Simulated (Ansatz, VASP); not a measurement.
# Re in VASP and in Ansatz

```xyz
4
Lattice="2.8206 0.0000 0.0000 -1.4103 2.4427 0.0000 0.0000 0.0000 9.1142" Properties=species:S:1:pos:R:3 pbc="T T T"
Re    1.4103    0.8142    6.8356
Re    0.0000    0.0000    4.5571
Re    0.0000    1.6285    2.2785
Re    0.0000    0.0000    0.0000
```

Alike in both runs: task single point; functional PBEsol; k mesh 11 × 11 × 3; occupations fermi-dirac, width 0.05 eV; no spin polarisation.

```csv
,VASP,Ansatz
version,VASP 6.6.1,Ansatz 0.2.0
potentials or method,"VASP PAW PBE potentials, release 64 (Re)",Ansatz PAW
plane-wave cutoff (eV),520,420
valence electrons in the cell,28,60
```

Ansatz gave:

| Item | Value |
| --- | --- |
| gap on the k mesh at the Fermi level (eV) | none |
| pressure (GPa) | -25.2 |
| traceless stress, the component that is largest in VASP (GPa) | 0.10 |

Question: Which values does VASP return?

Answer: gap on the k mesh at the Fermi level (eV): none; pressure (GPa): -25.7; traceless stress, the component that is largest in VASP (GPa): 0.06.

VASP's potentials were made for PBE, not for PBEsol. A gap of «none» marks a metal or a gap that the smearing closes. VASP's potentials hold 28 valence electrons a cell and Ansatz's 60, so a difference there can come from the potentials and not from the codes.

Spin-orbit coupling is off throughout.
